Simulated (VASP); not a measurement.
# CsPbCl3 (Pm-3m) in VASP: single point with PBE

Aim: the single point of CsPbCl3 with PBE.

Program: VASP 6.6.1. These are calculated values, not measurements. Logs are shortened: lines on timing, memory, paths and dates and some standing lists are left out, and cuts for length are marked.

## Step 1: The cell of the first run

It takes space group Pm-3m (No. 221, cubic). The conventional cell has a = 5.735 Å, b = 5.735 Å, c = 5.735 Å, α = 90.00°, β = 90.00°, γ = 90.00°. Within 5.3 Å of Cs (site symmetry m-3m) lie 12 Cl at 4.06 Å and 8 Pb at 4.97 Å. Pb (site symmetry m-3m) has 6 Cl at 2.87 Å within 3.8 Å. Cl (site symmetry 4/mmm) has 2 Pb at 2.87 Å within 3.8 Å.

## Step 2: Single point, PBE

POSCAR

```
CsPbCl3
1.0
    5.7352729408      0.0000000000      0.0000000000
    0.0000000000      5.7352729408      0.0000000000
    0.0000000000      0.0000000000      5.7352729408
Cs Pb Cl
1 1 3
Direct
    0.0000000000      0.0000000000      0.0000000000
    0.5000000000      0.5000000000      0.5000000000
    0.5000000000      0.5000000000      0.0000000000
    0.0000000000      0.5000000000      0.5000000000
    0.5000000000      0.0000000000      0.5000000000
```

INCAR.step1

```
SYSTEM = CsPbCl3
PREC = Accurate
ENCUT = 400
EDIFF = 1E-6
ISMEAR = 0
SIGMA = 0.02
LREAL = .False.
LASPH = .True.
NELM = 120
ALGO = Normal
ISIF = 2
LWAVE = .False.
LCHARG = .True.
GGA = PE
NBANDS = 30
GGA_COMPAT = .False.
NEDOS = 2001
LORBIT = 11
```

KPOINTS.step1

```
Automatic mesh
0
Gamma
  6 6 6
  0 0 0
```

INCAR.step2

```
SYSTEM = CsPbCl3
PREC = Accurate
ENCUT = 400
EDIFF = 1E-6
ISMEAR = -5
SIGMA = 0.02
LREAL = .False.
LASPH = .True.
NELM = 120
ALGO = Normal
ISIF = 2
LWAVE = .False.
LCHARG = .False.
GGA = PE
LORBIT = 11
NBANDS = 30
NEDOS = 1001
ICHARG = 11
GGA_COMPAT = .False.
```

KPOINTS.step2

```
Automatic mesh
0
Gamma
  9 9 9
  0 0 0
```

Potentials or basis: VASP PAW PBE potentials, release 64 (Cs_sv, Pb_d, Cl).

Started as:

```bash
> cat potpaw_PBE.64/Cs_sv/POTCAR potpaw_PBE.64/Pb_d/POTCAR potpaw_PBE.64/Cl/POTCAR > POTCAR
> cp INCAR.step1 INCAR
> cp KPOINTS.step1 KPOINTS
> mpirun -np 1 vasp_std > vasp.out
> cp INCAR.step2 INCAR
> cp KPOINTS.step2 KPOINTS
> mpirun -np 1 vasp_std > vasp.out
```

OUTCAR:

```text
SYSTEM = CsPbCl3
   PREC = Accurate
   ENCUT = 400
   EDIFF = 1E-6
   ISMEAR = -5
   LREAL = .False.
   LASPH = .True.
   NELM = 120
   ISIF = 2
   GGA = PE
   LORBIT = 11
   ICHARG = 11

 ion  position               nearest neighbor table
   1  0.000  0.000  0.000-
   2  0.500  0.500  0.500-   3 2.87   4 2.87   5 2.87   3 2.87   5 2.87   4 2.87
   3  0.500  0.500  0.000-   2 2.87   2 2.87
   4  0.000  0.500  0.500-   2 2.87   2 2.87
   5  0.500  0.000  0.500-   2 2.87   2 2.87

  LATTYP: Found a simple cubic cell.
 ALAT       =     5.7352729408

  Lattice vectors:

 A1 = (   5.7352729408,   0.0000000000,   0.0000000000)
 A2 = (   0.0000000000,   5.7352729408,   0.0000000000)
 A3 = (   0.0000000000,   0.0000000000,   5.7352729408)

Analysis of symmetry for initial positions (statically):
=====================================================================
 Subroutine PRICEL returns:
 Original cell was already a primitive cell.

 Routine SETGRP: Setting up the symmetry group for a
 simple cubic supercell.

 Subroutine GETGRP returns: Found 48 space group operations
 (whereof 48 operations were pure point group operations)
 out of a pool of 48 trial point group operations.

The static configuration has the point symmetry O_h .

Analysis of symmetry for dynamics (positions and initial velocities):
=====================================================================
 Subroutine PRICEL returns:
 Original cell was already a primitive cell.

 Routine SETGRP: Setting up the symmetry group for a
 simple cubic supercell.

 Subroutine GETGRP returns: Found 48 space group operations
 (whereof 48 operations were pure point group operations)
 out of a pool of 48 trial point group operations.

The dynamic configuration has the point symmetry O_h .

 Subroutine INISYM returns: Found 48 space group operations
 (whereof 48 operations are pure point group operations),
 and found     1 'primitive' translations

----------------------------------------------------------------------------------------

                                     Primitive cell

  volume of cell :     188.6524

  direct lattice vectors                    reciprocal lattice vectors
     5.735272941  0.000000000  0.000000000     0.174359618  0.000000000  0.000000000
     0.000000000  5.735272941  0.000000000     0.000000000  0.174359618  0.000000000
     0.000000000  0.000000000  5.735272941     0.000000000  0.000000000  0.174359618

  length of vectors
     5.735272941  5.735272941  5.735272941     0.174359618  0.174359618  0.174359618

  position of ions in fractional coordinates (direct lattice)
     0.000000000  0.000000000  0.000000000
     0.500000000  0.500000000  0.500000000
     0.500000000  0.500000000  0.000000000
     0.000000000  0.500000000  0.500000000
     0.500000000  0.000000000  0.500000000

  ion indices of the primitive-cell ions
   primitive index   ion index
                 1           1
                 2           2
                 3           3
                 4           4
                 5           5

----------------------------------------------------------------------------------------

 KPOINTS: Automatic mesh

Automatic generation of k-mesh.
 Grid dimensions read from file:
 generate k-points for:    9    9    9

 Generating k-lattice:

  Cartesian coordinates                     Fractional coordinates (reciprocal lattice)
     0.019373291  0.000000000  0.000000000     0.111111111  0.000000000  0.000000000
     0.000000000  0.019373291  0.000000000     0.000000000  0.111111111  0.000000000
     0.000000000  0.000000000  0.019373291     0.000000000  0.000000000  0.111111111

  Length of vectors
     0.019373291  0.019373291  0.019373291

  Shift w.r.t. Gamma in fractional coordinates (k-lattice)
     0.000000000  0.000000000  0.000000000

 TETIRR: Found    353 inequivalent tetrahedra from     4374

 Subroutine IBZKPT returns following result:
 ===========================================

 Found     35 irreducible k-points:

 Following reciprocal coordinates:
            Coordinates               Weight
  0.000000  0.000000  0.000000      1.000000
  0.111111  0.000000  0.000000      6.000000
  0.222222  0.000000  0.000000      6.000000
  0.333333  0.000000  0.000000      6.000000
  0.444444  0.000000  0.000000      6.000000
  0.111111  0.111111  0.000000     12.000000
[... 16 lines left out ...]
  0.333333  0.333333  0.111111     24.000000
  0.444444  0.333333  0.111111     48.000000
 [... further k-points ...]
   k-points           NKPTS =     35   k-points in BZ     NKDIM =     35   number of bands    NBANDS=     30
   number of dos      NEDOS =   1001   number of ions     NIONS =      5
   total plane-waves  NPLWV =  64000
   dimension x,y,z NGX =    40 NGY =   40 NGZ =   40
   dimension x,y,z NGXF=    80 NGYF=   80 NGZF=   80
   ions per type =               1   1   3
   NGX,Y,Z   is equivalent  to a cutoff of  11.59, 11.59, 11.59 a.u.
   NGXF,Y,Z  is equivalent  to a cutoff of  23.19, 23.19, 23.19 a.u.
 SYSTEM =  CsPbCl3
   PREC   = accura    normal or accurate (medium, high low for compatibility)
   ISTART =      0    job   : 0-new  1-cont  2-samecut
   ICHARG =     11    charge: 1-file 2-atom 10-const
   ISPIN  =      1    spin polarized calculation?
   LNONCOLLINEAR =      F non collinear calculations
   LSORBIT =      F    spin-orbit coupling
   LASPH  =      T    aspherical Exc in radial PAW
   ENCUT  =  400.0 eV  29.40 Ry    5.42 a.u.   9.35  9.35  9.35*2*pi/ulx,y,z
   NELM   =    120;   NELMIN=  2; NELMDL=  0     # of ELM steps
   EDIFF  = 0.1E-05   stopping-criterion for ELM
   LREAL  =      F    real-space projection
   EDIFFG = 0.1E-04   stopping-criterion for IOM
   NSW    =      0    number of steps for IOM
   IBRION =     -1    ionic relax: 0-MD 1-quasi-New 2-CG
   NFREE  =      0    steps in history (QN), initial steepest desc. (CG)
   ISIF   =      2    stress and relaxation
   ISYM   =      2    0-nonsym 1-usesym 2-fastsym
   POTIM  = 0.5000    time-step for ionic-motion
   TEBEG  =    0.0;   TEEND  =   0.0 temperature during run
   PSTRESS=    0.0 pullay stress
   NELECT =      44.0000    total number of electrons
   NUPDOWN=      -1.0000    fix difference up-down
   EMIN   =  10.00;   EMAX   =-10.00  energy-range for DOS
   EFERMI =   0.00;   METHOD = LEGACY
   ISMEAR =    -5;   SIGMA  =   0.02  broadening in eV -4-tet -1-fermi 0-gaus
   EFERMI_NEDOS =   21; number of points for ismear=-14 and -15
   IALGO  =     38    algorithm
   IMIX   =      4    mixing-type and parameters
     AMIX     =   0.40;   BMIX     =  1.00
     AMIX_MAG =   1.60;   BMIX_MAG =  1.00
  volume/ion in A,a.u.               =      37.73       254.62
  Fermi-wavevector in a.u.,A,eV,Ry     =   1.007716  1.904308 13.816610  1.015492
  Thomas-Fermi vector in A             =   2.140539
   LORBIT       =     11    0 simple, 1 ext, 2 COOP (PROOUT), +10 PAW based schemes
   GGA     = PE    functional components
   LHFCALC =     F    Hartree Fock is set to
   AEXX    =    0.0000 exact exchange contribution
   IVDW    =     0    specifies the selected vdW correction
   LEPSILON=     F    determine dielectric tensor
   LRPA    =     F    only Hartree local field effects (RPA)
 non-spin polarized calculation
 Fermi weights with tetrahedron method with Bloechl corrections
  energy-cutoff  :      400.00
  volume of cell :      188.65
 maximum number of plane-waves:      3451
 NGX is ok and might be reduce to    40

 number of electron      43.9999995 magnetization

 Free energy of the ion-electron system (eV)
  ---------------------------------------------------
  ext. energy  EPLUGINS =         0.00000000
  ---------------------------------------------------
  free energy    TOTEN  =       -17.56642162 eV

  energy without entropy =      -17.56642162  energy(sigma->0) =      -17.56642162

 E-fermi :   0.7949     XC(G=0):  -7.5292

 val. band max:        0.7806150139   @ k =   0.4444   0.4444   0.4444
 cond. band min:       3.2974067595   @ k =   0.4444   0.4444   0.4444
 fundamental gap:      2.5167917456
 Fermi energy:         0.7948771449

 k-point     1 :       0.0000    0.0000    0.0000
  band No.  band energies     occupation
      1     -20.0735      2.00000
      2     -15.5505      2.00000
      3     -15.5505      2.00000
      4     -15.3877      2.00000
      5     -15.3877      2.00000
      6     -15.3877      2.00000
[... 22 lines left out ...]
     29       7.0120      0.00000
     30       7.0120      0.00000

 k-point     2 :       0.1111    0.0000    0.0000
  band No.  band energies     occupation
      1     -20.0734      2.00000
      2     -15.5505      2.00000
      3     -15.5424      2.00000
      4     -15.3878      2.00000
      5     -15.3878      2.00000
      6     -15.3877      2.00000
[... 22 lines left out ...]
     29       6.6983      0.00000
     30       7.0877      0.00000

 k-point     3 :       0.2222    0.0000    0.0000
  band No.  band energies     occupation
      1     -20.0729      2.00000
      2     -15.5505      2.00000
      3     -15.5217      2.00000
      4     -15.3881      2.00000
      5     -15.3881      2.00000
      6     -15.3877      2.00000
[... 682 lines left out ...]
     29       7.3906      0.00000
     30       7.4537      0.00000

 k-point    24 :       0.4444    0.3333    0.1111
  band No.  band energies     occupation
      1     -20.0711      2.00000
      2     -15.5134      2.00000
      3     -15.4530      2.00000
      4     -15.3894      2.00000
      5     -15.3888      2.00000
      6     -15.3886      2.00000
[... 22 lines left out ...]
     29       7.3770      0.00000
     30       7.4838      0.00000

 [... further k-points ...]

------------------------ aborting loop because EDIFF is reached ----------------------------------------

  FORCE on cell =-STRESS in cart. coord.  units (eV):
  Direction    XX          YY          ZZ          XY          YZ          ZX
  --------------------------------------------------------------------------------------
  -------------------------------------------------------------------------------------
  Total       -0.0734382     -0.0734382     -0.0734382      0.0000000      0.0000000     -0.0000000
  in kB       -0.6236919     -0.6236919     -0.6236919      0.0000000      0.0000000     -0.0000000
  external PRESSURE =      -0.6236919 kB  Pullay stress =       0.0000000 kB

 VOLUME and BASIS-vectors are now :
 -----------------------------------------------------------------------------
  energy-cutoff  :      400.00
  volume of cell :      188.65
      direct lattice vectors                 reciprocal lattice vectors
     5.735272941  0.000000000  0.000000000     0.174359618  0.000000000  0.000000000
     0.000000000  5.735272941  0.000000000     0.000000000  0.174359618  0.000000000
     0.000000000  0.000000000  5.735272941     0.000000000  0.000000000  0.174359618

 POSITION                                       TOTAL-FORCE (eV/Angst)
 -----------------------------------------------------------------------------------
      0.00000      0.00000      0.00000         0.000000      0.000000      0.000000
      2.86764      2.86764      2.86764         0.000000      0.000000      0.000000
      2.86764      2.86764      0.00000         0.000000      0.000000      0.000000
      0.00000      2.86764      2.86764         0.000000      0.000000      0.000000
      2.86764      0.00000      2.86764         0.000000      0.000000      0.000000
 -----------------------------------------------------------------------------------
    total drift:                               -0.000000      0.000000     -0.000000

  FREE ENERGIE OF THE ION-ELECTRON SYSTEM (eV)
  ---------------------------------------------------
  free  energy   TOTEN  =       -17.5664216250 eV

  energy  without entropy=      -17.5664216250  energy(sigma->0) =      -17.56642162

 total charge

# of ion       s       p       d       tot
------------------------------------------
    1        1.838   4.714   0.009   6.561
    2        1.516   0.406   9.853  11.775
    3        1.599   3.520   0.000   5.118
    4        1.599   3.520   0.000   5.118
    5        1.599   3.520   0.000   5.118
--------------------------------------------------
tot          8.150  15.678   9.862  33.691
```

Run time: 70 s. Hardware: 1 thread of Intel Xeon 6975P-C (Granite Rapids), shared host; peak memory 0.29 GiB.

What came out:

```
Valence electrons inside the program's atomic spheres : Cs 6.56; Pb 11.78; Cl 5.12
```

Levels at points of the mesh, in eV from the valence-band top:
```csv
k point,band 19,band 20,band 21,band 22,band 23,band 24,band 25,band 26
"(0.00, 0.00, 0.00)",-1.94,-1.86,-1.86,-1.86,3.85,4.93,4.93,5.81
```

Caveat: spin-orbit coupling is left out, which moves the levels of the heavy elements.
